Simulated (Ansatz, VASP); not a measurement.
One calculation of TaN, two programs

The input INCAR:

```
PREC     = Accurate       # precision mode
ENCUT    = 520            # plane-wave cutoff, eV
EDIFF    = 1E-7           # SCF threshold, eV
ISMEAR   = 0              # smearing method
SIGMA    = 0.15           # smearing width, eV
LREAL    = False          # projectors in reciprocal space
LASPH    = True           # aspherical terms in the spheres
NELM     = 80             # most SCF steps
ALGO     = Normal         # electronic algorithm
ISIF     = 2              # what is computed and relaxed
LWAVE    = False          # write WAVECAR
LCHARG   = False          # write CHGCAR
GGA      = PE             # functional
NBANDS   = 15             # bands
```

KPOINTS

```
Automatic mesh
0
Gamma
  20 20 20
```

Contents of POSCAR:

```
TaN
1.0
    0.1396343561      2.3374468867      2.3374468867
    2.3374468867      0.1396343561      2.3374468867
    2.3374468867      2.3374468867      0.1396343561
Ta N
1 1
Direct
    0.5000000000      0.5000000000      0.5000000000
    0.0000000000      0.0000000000      0.0000000000
```

Input for Ansatz:

```yaml
crystal:
  lattice:
    - [0.1396343561, 2.3374468867, 2.3374468867]
    - [2.3374468867, 0.1396343561, 2.3374468867]
    - [2.3374468867, 2.3374468867, 0.1396343561]
  atoms:
    - { symbol: Ta, position: [0.5, 0.5, 0.5] }
    - { symbol: "N", position: [0.0, 0.0, 0.0] }
basis:
  ecutwfc: 520.0
kpoints:
  mp_grid: { grid: [20, 20, 20] }
hamiltonian:
  xc: pbe
  pseudopotentials: { kind: paw, azcp: { folder: soft_1 } }
scf:
  occupations: { method: gaussian, width: 0.15 }
output:
  forces: true
  stress: true
  eigenvalues: true
```

Alike in both runs: task single point; functional PBE; k mesh 20 × 20 × 20; occupations gaussian, width 0.15 eV; no spin polarisation.

|  | VASP | Ansatz |
| --- | --- | --- |
| version | VASP 6.6.1 | Ansatz 0.2.0 |
| potentials or method | VASP PAW PBE potentials, release 64 (Ta_pv, N), cutoff 520 eV | scalar-relativistic, plane waves, PAW |
| valence electrons in the cell | 16 | 18 |

VASP gave:

```
gap on the k mesh at the Fermi level (eV)                     : none
pressure (GPa)                                                : -20.2
traceless stress, the component that is largest in VASP (GPa) : -2.45
```

**Question.** Estimate Ansatz's values.

**Answer.** gap on the k mesh at the Fermi level (eV): none; pressure (GPa): -20.9; traceless stress, the component that is largest in VASP (GPa): -2.50.

A gap of «none» marks a metal or a gap that the smearing closes. VASP's potentials hold 16 valence electrons a cell and Ansatz's 18, so a difference there can come from the potentials and not from the codes.

Neither program's run includes spin-orbit coupling.
